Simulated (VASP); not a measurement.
Input of a VASP 6.6.1 run:

POSCAR

```
BaTiO3
1.0
    4.0502744244      0.0000000000      0.0000000000
    0.0000000000      4.0502744244      0.0000000000
    0.0000000000      0.0000000000      4.1928810828
Ba Ti O
1 1 3
Direct
    0.0000000000      0.0000000000     -0.0043576223
    0.5000000000      0.5000000000      0.4775257951
    0.5000000000      0.5000000000      0.0345450507
    0.5000000000      0.0000000000      0.5176433883
    0.0000000000      0.5000000000      0.5176433883
```

File INCAR.step1:

```
  ALGO = Normal
  EDIFF = 1E-4
  ENCUT = 520
  GGA = PE
  ISMEAR = 0
  LASPH = T
  LCHARG = F
  LREAL = F
  LWAVE = T
  NBANDS = 28
  NELM = 60
  PREC = Accurate
  SIGMA = 0.01
```

Contents of INCAR.step2:

```
  ALGO = Normal
  EDIFF = 1E-6
  ENCUT = 520
  ISIF = 2
  ISMEAR = 0
  ISTART = 1
  LASPH = T
  LCHARG = T
  LELF = T
  LMIXTAU = T
  LREAL = F
  LVHAR = T
  LWAVE = F
  METAGGA = R2SCAN
  NBANDS = 28
  NELM = 60
  PREC = Accurate
  SIGMA = 0.01
```

Contents of KPOINTS:

```
k-points
0
Gamma
  6 6 6
```

Potentials or basis: VASP PAW PBE potentials, release 64 (Ba_sv, Ti_sv, O).

Launch:

```sh
$ cat potpaw_PBE.64/Ba_sv/POTCAR potpaw_PBE.64/Ti_sv/POTCAR potpaw_PBE.64/O/POTCAR > POTCAR
$ cp INCAR.step1 INCAR
$ mpirun -np 1 vasp_std > vasp.out
$ cp INCAR.step2 INCAR
$ mpirun -np 1 vasp_std > vasp.out
```

Problem. Predict the largest force.

Solution. 0.512 eV/Å.

Problem. Estimate the pressure.

Solution. -7.4 GPa.

Stress tensor (GPa, compression positive):
```
-7.46  0.00  0.00
 0.00 -7.46  0.00
 0.00  0.00 -7.15
```

Caveat: the PAW data sets were made with another functional, which shifts forces and pressure a little.
